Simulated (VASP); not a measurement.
# NaCl (Fm-3m) in VASP: settings compared, part 2 of 2

VASP 6.6.1.

**4. Dielectric tensor, LDA**

Input file INCAR:

```
SYSTEM = NaCl
PREC = Accurate
ENCUT = 520
EDIFF = 1E-8
ISMEAR = 0
SIGMA = 0.01
LREAL = .FALSE.
LASPH = .TRUE.
NELM = 60
ALGO = Normal
ISIF = 2
LWAVE = .FALSE.
LCHARG = .FALSE.
GGA = CA
LEPSILON = .TRUE.
```

Input file KPOINTS:

```
Automatic mesh
0
G
  8 8 8
  0 0 0
```

Input file POSCAR:

```
NaCl
1.0
    0.0000000000      2.7940632177      2.7940632177
    2.7940632177      0.0000000000      2.7940632177
    2.7940632177      2.7940632177      0.0000000000
Cl Na
1 1
Direct
    0.5000000000      0.5000000000      0.5000000000
    0.0000000000      0.0000000000      0.0000000000
```

Potentials or basis: VASP PAW LDA potentials, release 64 (Cl, Na_pv).

The run is started by

```
> cat potpaw_LDA.64/Cl/POTCAR potpaw_LDA.64/Na_pv/POTCAR > POTCAR
> mpirun -np 1 vasp_std > vasp.out
```

OUTCAR:

```text
SYSTEM = NaCl
   PREC = Accurate
   ENCUT = 520
   EDIFF = 1E-8
   ISMEAR = 0
   LREAL = .FALSE.
   LASPH = .TRUE.
   NELM = 60
   ISIF = 2
   GGA = CA
   LEPSILON = .TRUE.

 ion  position               nearest neighbor table
   1  0.500  0.500  0.500-
   2  0.000  0.000  0.000-

  LATTYP: Found a face centered cubic cell.
 ALAT       =     5.5881264354

  Lattice vectors:

 A1 = (   0.0000000000,   2.7940632177,   2.7940632177)
 A2 = (   2.7940632177,   0.0000000000,   2.7940632177)
 A3 = (   2.7940632177,   2.7940632177,   0.0000000000)

Analysis of symmetry for initial positions (statically):
=====================================================================
 Subroutine PRICEL returns:
 Original cell was already a primitive cell.

 Routine SETGRP: Setting up the symmetry group for a
 face centered cubic supercell.

 Subroutine GETGRP returns: Found 48 space group operations
 (whereof 48 operations were pure point group operations)
 out of a pool of 48 trial point group operations.

The static configuration has the point symmetry O_h .

Analysis of symmetry for dynamics (positions and initial velocities):
=====================================================================
 Subroutine PRICEL returns:
 Original cell was already a primitive cell.

 Routine SETGRP: Setting up the symmetry group for a
 face centered cubic supercell.

 Subroutine GETGRP returns: Found 48 space group operations
 (whereof 48 operations were pure point group operations)
 out of a pool of 48 trial point group operations.

The dynamic configuration has the point symmetry O_h .

 Subroutine INISYM returns: Found 48 space group operations
 (whereof 48 operations are pure point group operations),
 and found     1 'primitive' translations

----------------------------------------------------------------------------------------

                                     Primitive cell

  volume of cell :      43.6253

  direct lattice vectors                    reciprocal lattice vectors
     0.000000000  2.794063218  2.794063218    -0.178950854  0.178950854  0.178950854
     2.794063218  0.000000000  2.794063218     0.178950854 -0.178950854  0.178950854
     2.794063218  2.794063218  0.000000000     0.178950854  0.178950854 -0.178950854

  length of vectors
     3.951402097  3.951402097  3.951402097     0.309951972  0.309951972  0.309951972

  position of ions in fractional coordinates (direct lattice)
     0.500000000  0.500000000  0.500000000
     0.000000000  0.000000000  0.000000000

  ion indices of the primitive-cell ions
   primitive index   ion index
                 1           1
                 2           2

----------------------------------------------------------------------------------------

[... 444 lines left out ...]
      2     -21.5233      2.00000
      3     -21.5188      2.00000
      4     -13.0130      2.00000
      5      -2.5981      2.00000
      6      -1.6277      2.00000
      7      -1.2388      2.00000
      8       7.2555      0.00000
      9       8.5399      0.00000
     10       9.2552      0.00000
     11      10.7399      0.00000

 [... further k-points ...]

  FORCE on cell =-STRESS in cart. coord.  units (eV):
  Direction    XX          YY          ZZ          XY          YZ          ZX
  --------------------------------------------------------------------------------------
  -------------------------------------------------------------------------------------
  Total       -0.5062326     -0.5062326     -0.5062326      0.0000000      0.0000000     -0.0000000
  in kB      -18.5918258    -18.5918258    -18.5918258      0.0000000      0.0000000     -0.0000000
  external PRESSURE =     -18.5918258 kB  Pullay stress =       0.0000000 kB

 VOLUME and BASIS-vectors are now :
 -----------------------------------------------------------------------------
  energy-cutoff  :      520.00
  volume of cell :       43.63
      direct lattice vectors                 reciprocal lattice vectors
     0.000000000  2.794063218  2.794063218    -0.178950854  0.178950854  0.178950854
     2.794063218  0.000000000  2.794063218     0.178950854 -0.178950854  0.178950854
     2.794063218  2.794063218  0.000000000     0.178950854  0.178950854 -0.178950854

 POSITION                                       TOTAL-FORCE (eV/Angst)
 -----------------------------------------------------------------------------------
      2.79406      2.79406      2.79406         0.000000      0.000000      0.000000
      0.00000      0.00000      0.00000        -0.000000     -0.000000     -0.000000
 -----------------------------------------------------------------------------------
    total drift:                               -0.000000      0.000000      0.000000

  FREE ENERGIE OF THE ION-ELECTRON SYSTEM (eV)
  ---------------------------------------------------
  free  energy   TOTEN  =        -7.3724964212 eV

  energy  without entropy=       -7.3724964212  energy(sigma->0) =       -7.37249642

 HEAD OF MICROSCOPIC STATIC DIELECTRIC TENSOR (INDEPENDENT PARTICLE, excluding Hartree and local field effects)
 ------------------------------------------------------
           2.905286    -0.000000     0.000000
           0.000000     2.905286     0.000000
           0.000000     0.000000     2.905286
 ------------------------------------------------------

 Free energy of the ion-electron system (eV)
  ---------------------------------------------------
  ---------------------------------------------------
  free energy    TOTEN  =        -0.21226115 eV

  energy without entropy =       -0.21226115

------------------------ aborting loop because EDIFF is reached ----------------------------------------

--------------------------------------- Ionic step        2  -------------------------------------------

------------------------ aborting loop because EDIFF is reached ----------------------------------------

--------------------------------------- Ionic step        3  -------------------------------------------

 Free energy of the ion-electron system (eV)
  ---------------------------------------------------
  ---------------------------------------------------
  free energy    TOTEN  =        -0.21226114 eV

  energy without entropy =       -0.21226114

------------------------ aborting loop because EDIFF is reached ----------------------------------------

 PIEZOELECTRIC TENSOR FIELD DIRECTION 3  (e Angst)
 -----------------------------------------------------------------------------
    -0.00024  0.00000 -0.00000           (  0.00000  0.00000  0.00000)
     0.00000 -0.00024  0.00000           (  0.00000  0.00000  0.00000)
     0.00000  0.00000 -0.00037           (  0.00000  0.00000  0.00000)

 PIEZOELECTRIC TENSOR FIELD DIRECTION 3  (C/m^2)
 -----------------------------------------------------------------------------
    -0.00009  0.00000 -0.00000
     0.00000 -0.00009  0.00000
     0.00000  0.00000 -0.00014

 MACROSCOPIC STATIC DIELECTRIC TENSOR (including local field effects in DFT)
 ------------------------------------------------------
           2.608679    -0.000000     0.000000
           0.000000     2.608679     0.000000
           0.000000    -0.000000     2.608679
 ------------------------------------------------------

 PIEZOELECTRIC TENSOR (including local field effects)  for field in x, y, z        (e  Angst)
          XX          YY          ZZ          XY          YZ          ZX
  --------------------------------------------------------------------------------
  x     0.00000     0.00000     0.00000     0.00000     0.00000     0.00000
  y     0.00000     0.00000     0.00000     0.00000     0.00000     0.00000
  z     0.00000     0.00000     0.00000     0.00000     0.00000     0.00000

 PIEZOELECTRIC TENSOR (including local field effects)  for field in x, y, z        (C/m^2)
          XX          YY          ZZ          XY          YZ          ZX
  --------------------------------------------------------------------------------
  x     0.00000     0.00000     0.00000     0.00000     0.00000     0.00000
  y     0.00000     0.00000     0.00000     0.00000     0.00000     0.00000
  z     0.00000     0.00000     0.00000     0.00000     0.00000     0.00000

 BORN EFFECTIVE CHARGES (including local field effects) (in |e|, cummulative output)
 ---------------------------------------------------------------------------------
 ion    1
    1    -1.09092     0.00000     0.00000
    2     0.00000    -1.09092     0.00000
    3     0.00000     0.00000    -1.09092
 ion    2
    1     1.09092     0.00000     0.00000
    2     0.00000     1.09092     0.00000
    3     0.00000     0.00000     1.09092
```

Run time: 7.8 min. Hardware: 1 thread of AMD EPYC 7R13, shared host; peak memory 0.18 GiB.

What came out:

| Property | Result |
| --- | --- |
| Band gap on the k mesh | 4.80 eV, direct |
| Electronic dielectric tensor (diagonal) | 2.61 |
| Born charges (mean of the diagonal) | Cl -1.09; Na +1.09 e |

Levels at points of the mesh, in eV from the valence-band top:
| k point | band 4 | band 5 | band 6 | band 7 | band 8 | band 9 | band 10 | band 11 |
| --- | --- | --- | --- | --- | --- | --- | --- | --- |
| (0.00, 0.00, 0.00) | -12.65 | 0.00 | 0.00 | 0.00 | 4.80 | 10.87 | 10.87 | 10.87 |
| (0.50, 0.00, 0.00) | -12.26 | -2.11 | -0.29 | -0.29 | 6.94 | 10.49 | 10.74 | 10.74 |
| (0.50, 0.50, 0.00) | -12.21 | -1.82 | -0.65 | -0.65 | 7.25 | 7.71 | 11.13 | 14.57 |

Electronic dielectric tensor:
```
2.61 0.00 0.00
0.00 2.61 0.00
0.00 0.00 2.61
```

Born effective charge tensors (e):
atom 1, Cl
```
-1.09  0.00  0.00
 0.00 -1.09  0.00
 0.00  0.00 -1.09
```
atom 2, Na
```
1.09 0.00 0.00
0.00 1.09 0.00
0.00 0.00 1.09
```

**5. Summary**

| task | level | potentials or basis | k mesh | smearing | gap on the mesh (eV) |
| --- | --- | --- | --- | --- | --- |
| vibrations by perturbation theory | PBE | VASP PAW PBE potentials, release 64 (Cl, Na_pv) | 6 × 6 × 6 | fermi-dirac 0.05 eV | - |
| dielectric tensor | PBEsol | VASP PAW PBE potentials, release 64 (Cl, Na_pv) | 8 × 8 × 8 | gaussian 0.01 eV | 5.04 |
| dielectric tensor | LDA | VASP PAW LDA potentials, release 64 (Cl, Na_pv) | 8 × 8 × 8 | gaussian 0.01 eV | 4.80 |

Alike in all rows: no spin polarisation; cell as given; cutoff (eV) 520.

Caveats: the cell wasn't relaxed at this level first, which shifts response properties (some runs); the PAW data sets were made with another functional, which shifts forces and pressure a little (some runs).

Total energies depend on the potentials used, so only differences within one code and one set of settings carry meaning.
